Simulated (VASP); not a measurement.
# As (R-3m) in VASP: a series of runs

As is run at these levels: r2SCAN; tasks: single point.

Everything below comes from runs of VASP 6.6.1. Logs are shortened: lines on timing, memory, paths and dates and some standing lists are left out, and cuts for length are marked.

## 1. The cell of the first run

Symmetry: R-3m, No. 166, trigonal system. Conventional cell: a = 3.590 Å, b = 3.590 Å, c = 15.163 Å, α = 90.00°, β = 90.00°, γ = 120.00°. Within 3.3 Å of As (site symmetry 3m) lie 3 As at 2.48 Å.

## 2. Single point, r2SCAN

Contents of POSCAR:

```
As
1.0
    1.7950784285      1.0363890139      5.0542643309
   -1.7950784285      1.0363890139      5.0542643309
    0.0000000000     -2.0727780278      5.0542643309
As
2
Direct
    0.7883402482      0.7883402482      0.7883402482
    0.2116597518      0.2116597518      0.2116597518
```

Contents of INCAR.step1:

```
PREC = Accurate ; ENCUT = 520
ISMEAR = -1 ; SIGMA = 0.1
LREAL = F ; LASPH = T
NELM = 80 ; NBANDS = 12
GGA = PE ; ALGO = Normal
EDIFF = 1E-4 ; LWAVE = T
LCHARG = F
```

Contents of INCAR.step2:

```
PREC = Accurate ; ENCUT = 520
EDIFF = 1E-6 ; ISMEAR = -1
SIGMA = 0.1 ; LREAL = F
LASPH = T ; NELM = 80
ALGO = Normal ; ISIF = 2
LWAVE = F ; LCHARG = F
METAGGA = R2SCAN ; LMIXTAU = T
NBANDS = 12 ; ISTART = 1
```

Contents of KPOINTS:

```
Automatic mesh
0
Gamma
  8 8 8
```

Potentials or basis: VASP PAW PBE potentials, release 64 (As).

Command:

```sh
$ cat potpaw_PBE.64/As/POTCAR > POTCAR
$ cp INCAR.step1 INCAR
$ mpirun -np 1 vasp_std > vasp.out
$ cp INCAR.step2 INCAR
$ mpirun -np 1 vasp_std > vasp.out
```

OUTCAR:

```text
PREC = Accurate
   ENCUT = 520
   EDIFF = 1E-6
   ISMEAR = -1
   LREAL = F
   LASPH = T
   NELM = 80
   ISIF = 2
   METAGGA = R2SCAN
   ISTART = 1

 ion  position               nearest neighbor table
   1  0.788  0.788  0.788-   2 2.48   2 2.48   2 2.48
   2  0.212  0.212  0.212-   1 2.48   1 2.48   1 2.48

  LATTYP: Found a trigonal (rhomboedric) cell.
 ALAT       =     5.4627828695
 COS(alpha) =     0.7840421605

  Lattice vectors:

 A1 = (   1.7950784285,   1.0363890139,   5.0542643309)
 A2 = (  -1.7950784285,   1.0363890139,   5.0542643309)
 A3 = (   0.0000000000,  -2.0727780278,   5.0542643309)

Analysis of symmetry for initial positions (statically):
=====================================================================
 Subroutine PRICEL returns:
 Original cell was already a primitive cell.

 Routine SETGRP: Setting up the symmetry group for a
 trigonal (rhombohedral) supercell.

 Subroutine GETGRP returns: Found 12 space group operations
 (whereof 12 operations were pure point group operations)
 out of a pool of 12 trial point group operations.

The static configuration has the point symmetry D_3d.

Analysis of symmetry for dynamics (positions and initial velocities):
=====================================================================
 Subroutine PRICEL returns:
 Original cell was already a primitive cell.

 Routine SETGRP: Setting up the symmetry group for a
 trigonal (rhombohedral) supercell.

 Subroutine GETGRP returns: Found 12 space group operations
 (whereof 12 operations were pure point group operations)
 out of a pool of 12 trial point group operations.

The dynamic configuration has the point symmetry D_3d.

 Subroutine INISYM returns: Found 12 space group operations
 (whereof 12 operations are pure point group operations),
 and found     1 'primitive' translations

----------------------------------------------------------------------------------------

                                     Primitive cell

  volume of cell :      56.4177

  direct lattice vectors                    reciprocal lattice vectors
     1.795078429  1.036389014  5.054264331     0.278539362  0.160814776  0.065950910
    -1.795078429  1.036389014  5.054264331    -0.278539362  0.160814776  0.065950910
     0.000000000 -2.072778028  5.054264331     0.000000000 -0.321629551  0.065950910

  length of vectors
     5.462782869  5.462782869  5.462782869     0.328321627  0.328321627  0.328321627

  position of ions in fractional coordinates (direct lattice)
[... 89 lines left out ...]
   PSTRESS=    0.0 pullay stress
   NELECT =      10.0000    total number of electrons
   NUPDOWN=      -1.0000    fix difference up-down
   EMIN   =  10.00;   EMAX   =-10.00  energy-range for DOS
   EFERMI =   0.00;   METHOD = LEGACY
   ISMEAR =    -1;   SIGMA  =   0.10  broadening in eV -4-tet -1-fermi 0-gaus
   EFERMI_NEDOS =   21; number of points for ismear=-14 and -15
   IALGO  =     38    algorithm
   IMIX   =      4    mixing-type and parameters
     AMIX     =   0.40;   BMIX     =  1.00
     AMIX_MAG =   1.60;   BMIX_MAG =  1.00
  volume/ion in A,a.u.               =      28.21       190.36
  Fermi-wavevector in a.u.,A,eV,Ry     =   0.919609  1.737808 11.506174  0.845680
  Thomas-Fermi vector in A             =   2.044822
   LORBIT       =      0    0 simple, 1 ext, 2 COOP (PROOUT), +10 PAW based schemes
   METAGGA = R2SCAN    functional components
   LHFCALC =     F    Hartree Fock is set to
   AEXX    =    0.0000 exact exchange contribution
   IVDW    =     0    specifies the selected vdW correction
   LEPSILON=     F    determine dielectric tensor
   LRPA    =     F    only Hartree local field effects (RPA)
 non-spin polarized calculation
  energy-cutoff  :      520.00
  volume of cell :       56.42
 maximum number of plane-waves:      1543
 NGX is ok and might be reduce to    42
   NGX = 21   NGY = 21   NGZ = 21

 number of electron      10.0000000 magnetization

 Free energy of the ion-electron system (eV)
  ---------------------------------------------------
  ext. energy  EPLUGINS =         0.00000000
  ---------------------------------------------------
  free energy    TOTEN  =       -29.41590280 eV

  energy without entropy =      -29.41467171  energy(sigma->0) =      -29.41528726

 E-fermi :   2.9485     XC(G=0):  -8.8527

 val. band max:        2.7361671549   @ k =   0.5000   0.5000   0.5000
 cond. band min:       3.2731740380   @ k =   0.3750  -0.0000   0.0000
 fundamental gap:      0.5370068831
 Fermi energy:         2.9484989510

 k-point     1 :       0.0000    0.0000    0.0000
  band No.  band energies     occupation
      1     -12.4203      2.00000
      2      -5.1110      2.00000
      3       0.3511      2.00000
      4       1.7023      1.99999
      5       1.7023      1.99999
      6       4.5955      0.00000
      7       5.6381      0.00000
      8       5.6381      0.00000
      9      11.2413      0.00000
     10      12.2824      0.00000
     11      12.2824      0.00000
     12      12.7834      0.00000
[... 331 lines left out ...]
 k-point    24 :       0.3750    0.1250    0.1250
  band No.  band energies     occupation
      1     -11.5207      2.00000
      2      -5.6859      2.00000
      3      -1.5590      2.00000
      4       0.5355      2.00000
      5       1.5143      2.00000
      6       3.6424      0.00194
      7       6.4217      0.00000
      8       6.7589      0.00000
      9       9.7063      0.00000
     10      11.1750      0.00000
     11      12.8458      0.00000
     12      13.3772      0.00000

 [... further k-points ...]

------------------------ aborting loop because EDIFF is reached ----------------------------------------

  FORCE on cell =-STRESS in cart. coord.  units (eV):
  Direction    XX          YY          ZZ          XY          YZ          ZX
  --------------------------------------------------------------------------------------
  -------------------------------------------------------------------------------------
  Total        0.0399492      0.0399492      0.0723944      0.0000000      0.0000000     -0.0000000
  in kB        1.1344967      1.1344967      2.0558918      0.0000000      0.0000000     -0.0000000
  external PRESSURE =       1.4416284 kB  Pullay stress =       0.0000000 kB

 VOLUME and BASIS-vectors are now :
 -----------------------------------------------------------------------------
  energy-cutoff  :      520.00
  volume of cell :       56.42
      direct lattice vectors                 reciprocal lattice vectors
     1.795078429  1.036389014  5.054264331     0.278539362  0.160814776  0.065950910
    -1.795078429  1.036389014  5.054264331    -0.278539362  0.160814776  0.065950910
     0.000000000 -2.072778028  5.054264331     0.000000000 -0.321629551  0.065950910

 POSITION                                       TOTAL-FORCE (eV/Angst)
 -----------------------------------------------------------------------------------
      0.00000      0.00000     11.95344         0.000000     -0.000000     -0.055190
      0.00000      0.00000      3.20935         0.000000      0.000000      0.055190
 -----------------------------------------------------------------------------------
    total drift:                               -0.000000     -0.000000      0.000000

  FREE ENERGIE OF THE ION-ELECTRON SYSTEM (eV)
  ---------------------------------------------------
  free  energy   TOTEN  =       -29.4159027971 eV

  energy  without entropy=      -29.4146717138  energy(sigma->0) =      -29.41528726
```

OSZICAR.step1:

```text
N       E                     dE             d eps       ncg     rms          rms(c)
DAV:   1     0.328281630408E+02    0.32828E+02   -0.40346E+03  1560   0.672E+02
DAV:   2    -0.738513947628E+01   -0.40213E+02   -0.37995E+02  2096   0.108E+02
DAV:   3    -0.935284793740E+01   -0.19677E+01   -0.19627E+01  1956   0.258E+01
DAV:   4    -0.936759263833E+01   -0.14745E-01   -0.14744E-01  1768   0.261E+00
DAV:   5    -0.936767742003E+01   -0.84782E-04   -0.84781E-04  1968   0.202E-01    0.340E+00
DAV:   6    -0.933137485152E+01    0.36303E-01   -0.15921E-02  1756   0.674E-01    0.204E+00
DAV:   7    -0.931413798631E+01    0.17237E-01   -0.33315E-02  1788   0.997E-01    0.113E-01
DAV:   8    -0.931468297438E+01   -0.54499E-03   -0.12730E-03  1688   0.188E-01    0.335E-02
DAV:   9    -0.931479653512E+01   -0.11356E-03   -0.10505E-04  1800   0.627E-02    0.205E-02
DAV:  10    -0.931480449314E+01   -0.79580E-05   -0.93001E-06   996   0.180E-02
   1 F= -.93148045E+01 E0= -.93132958E+01  d E =-.301740E-02
```

It took 7.1 min on 1 thread of Intel Xeon 8259CL, shared host; peak memory 0.29 GiB.

What came out:

```
Free energy   : -29.4159 eV
Pressure      : 0.1 GPa
Largest force : 0.055 eV/Å
```

Forces on the atoms (eV/Å):
```
As   0.000  0.000 -0.055
As   0.000  0.000  0.055
```

Stress tensor (GPa, compression positive):
```
0.11 0.00 0.00
0.00 0.11 0.00
0.00 0.00 0.21
```

Caveat: the PAW data sets were made with another functional, which shifts forces and pressure a little.

## 3. Single point, r2SCAN

POSCAR is that of step 2.

Contents of INCAR.step1:

```
PREC = Accurate
ENCUT = 520
ISMEAR = -1
SIGMA = 0.1
LREAL = False
LASPH = True
NELM = 100
NBANDS = 12
GGA = PE
ALGO = Normal
EDIFF = 1E-4
LWAVE = True
LCHARG = False
```

Contents of INCAR.step2:

```
PREC = Accurate
ENCUT = 520
EDIFF = 1E-6
ISMEAR = -1
SIGMA = 0.1
LREAL = False
LASPH = True
NELM = 100
ALGO = Normal
ISIF = 2
LWAVE = False
LCHARG = True
METAGGA = R2SCAN
LMIXTAU = True
LELF = True
LVHAR = True
NBANDS = 12
ISTART = 1
```

Contents of KPOINTS:

```
regular mesh
0
Gamma
  10 10 10
```

Potentials or basis: VASP PAW PBE potentials, release 64 (As).

Command:

```sh
$ cat potpaw_PBE.64/As/POTCAR > POTCAR
$ cp INCAR.step1 INCAR
$ mpirun -np 1 vasp_std > vasp.out
$ cp INCAR.step2 INCAR
$ mpirun -np 1 vasp_std > vasp.out
```

Run time: 11 min. Hardware: 1 thread of Intel Xeon 8259CL, shared host; peak memory 0.31 GiB.

Results (log left out):

- Free energy: -29.4187 eV
- Pressure: 0.1 GPa
- Largest force: 0.060 eV/Å
- Band gap on the k mesh: 0.61 eV (least direct gap 1.15 eV)

Forces in eV/Å, atoms in the order of the input:
```
As   0.000  0.000 -0.060
As   0.000  0.000  0.060
```

Stress tensor (GPa, compression positive):
```
0.07 0.00 0.00
0.00 0.07 0.00
0.00 0.00 0.24
```

Levels at points of the mesh, in eV from the valence-band top:
```csv
k point,band 1,band 2,band 3,band 4,band 5,band 6,band 7,band 8,band 9,band 10
"(0.00, 0.00, 0.00)",-15.16,-7.85,-2.38,-1.03,-1.03,1.86,2.90,2.90,8.51,9.55
"(0.50, 0.00, 0.00)",-12.51,-10.47,-4.27,-2.97,-2.03,0.95,1.71,3.71,6.01,8.96
"(0.50, 0.50, 0.00)",-12.51,-10.35,-4.61,-3.05,-2.94,1.67,3.76,4.29,6.38,9.02
"(0.50, 0.50, 0.50)",-15.07,-8.58,-1.01,-1.01,0.00,1.15,2.74,2.74,6.68,9.03
```

Caveat: semilocal functionals underestimate gaps, and a narrow one can read as zero; the PAW data sets were made with another functional, which shifts forces and pressure a little. A k mesh can miss the band edges.

[end of part 1 of 2]
